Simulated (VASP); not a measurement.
Set up this calculation in VASP 6.6.1, as the native input.

```yaml
Task: single point
Functional: PBE
Potentials_or_basis: VASP PAW PBE potentials, release 64 (B, N)
Cutoff: 520 eV
k_mesh: 12 × 12 × 12
Occupations: gaussian, width 0.05 eV
Spin: no spin polarisation
Dipole_correction: no
Further_INCAR_settings: ALGO = Normal; EDIFF = 1e-06; NBANDS = 11
```

The structure of BN lies in POSCAR:

```
BN
1.0
    0.0000000000      1.5383480433      1.8454271152
    1.8454271152      0.0000000000      1.8454271152
    1.8454271152      1.5383480433      0.0000000000
B N
1 1
Direct
    0.0000000000      0.0000000000      0.0000000000
    0.7500000000      0.7500000000      0.7500000000
```

This cell differs from its parent crystal: volume 5.239 Å^3 an atom, c/a of the conventional cell 0.8336.

These files were run (other wordings do the same):

INCAR

```
SYSTEM = BN
PREC = Accurate
ENCUT = 520
EDIFF = 1E-6
ISMEAR = 0
SIGMA = 0.05
LREAL = .FALSE.
LASPH = .TRUE.
NELM = 60
ALGO = Normal
ISIF = 2
LWAVE = .FALSE.
LCHARG = .FALSE.
GGA = PE
NBANDS = 11
```

KPOINTS

```
Automatic mesh
0
G
  12 12 12
  0 0 0
```

Potentials or basis: VASP PAW PBE potentials, release 64 (B, N).

Run with:

```bash
$ cat potpaw_PBE.64/B/POTCAR potpaw_PBE.64/N/POTCAR > POTCAR
$ mpirun -np 1 vasp_std > vasp.out
```

It gave:

```
Pressure               : 58.7 GPa
Band gap on the k mesh : 1.65 eV, indirect (least direct gap 7.88 eV)
```

Run time: 24 s on 1 thread of Intel Xeon 8259CL, with other jobs on the host, peak memory 0.13 GiB.
